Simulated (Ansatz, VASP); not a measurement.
**HgTe in VASP and in Ansatz**

Contents of INCAR:

```
  PREC = Accurate
  ENCUT = 520
  EDIFF = 1E-7
  ISMEAR = -1
  SIGMA = 0.05
  LREAL = F
  LASPH = T
  NELM = 100
  ALGO = Normal
  ISIF = 2
  LWAVE = F
  LCHARG = T
  GGA = PS
  LELF = T
  LVHAR = T
  NBANDS = 16
```

Contents of KPOINTS:

```
regular mesh
0
Gamma
  8 8 8
```

POSCAR

```
HgTe
1.0
   -3.0456030000      3.0456030000      1.5594100000
    3.0456030000     -3.0456030000      1.5594100000
    3.0456030000      3.0456030000     -1.5594100000
Hg Te
1 1
Direct
    0.7500000000      0.2500000000      0.5000000000
    0.0000000000      0.0000000000      0.0000000000
```

The input input.yaml:

```yaml
crystal:
  lattice:
    - [-3.045603, 3.045603, 1.55941]
    - [3.045603, -3.045603, 1.55941]
    - [3.045603, 3.045603, -1.55941]
  atoms:
    - { symbol: Hg, position: [0.75, 0.25, 0.5] }
    - { symbol: Te, position: [0.0, 0.0, 0.0] }
kpoints:
  mp_grid: { grid: [8, 8, 8] }
  band_path:
    path:
      - [0.0, 0.0, 0.0]
      - [0.0, 0.0, 0.5]
      - [-0.5, 0.5, 0.5]
      - [0.0, 0.0, 0.0]
      - [0.3155411497, 0.3155411497, -0.3155411497]
      - [0.25, 0.25, 0.25]
      - [0.0, 0.5, 0.0]
      - [-0.3155411497, 0.6844588503, 0.3155411497]
    npoints: 12
scf:
  occupations: { method: fermi_dirac, width: 0.05 }
hamiltonian:
  xc: pbesol
  pseudopotentials: { kind: all_electron, lapw: { basis_error: 0.001 } }
output:
  forces: true
  stress: true
  eigenvalues: true
```

Alike in both runs: functional PBEsol; k mesh 8 × 8 × 8; occupations fermi-dirac, width 0.05 eV; no spin polarisation.

|  | VASP | Ansatz |
| --- | --- | --- |
| version | VASP 6.6.1 | Ansatz 0.2.0 |
| potentials or method | VASP PAW PBE potentials, release 64 (Hg, Te), cutoff 520 eV | all-electron LAPW, scalar-relativistic |
| task | single point | band structure |

Ansatz gave:

| Quantity | Value |
| --- | --- |
| gap on the k mesh at the Fermi level (eV) | none |
| pressure (GPa) | -3.7 |
| traceless stress, the component that is largest in VASP (GPa) | 0.63 |

Q: What did VASP give for the same quantities?

A: gap on the k mesh at the Fermi level (eV): none; pressure (GPa): -3.6; traceless stress, the component that is largest in VASP (GPa): 0.66.

VASP's potentials were made for PBE, not for PBEsol. A gap of «none» marks a metal or a gap that the smearing closes. Ansatz ran all-electron here, and VASP with PAW potentials.

Neither program's run includes spin-orbit coupling. Noted on Ansatz's run: the k mesh is thin for a metal, which can move the energy by tens of meV per atom.
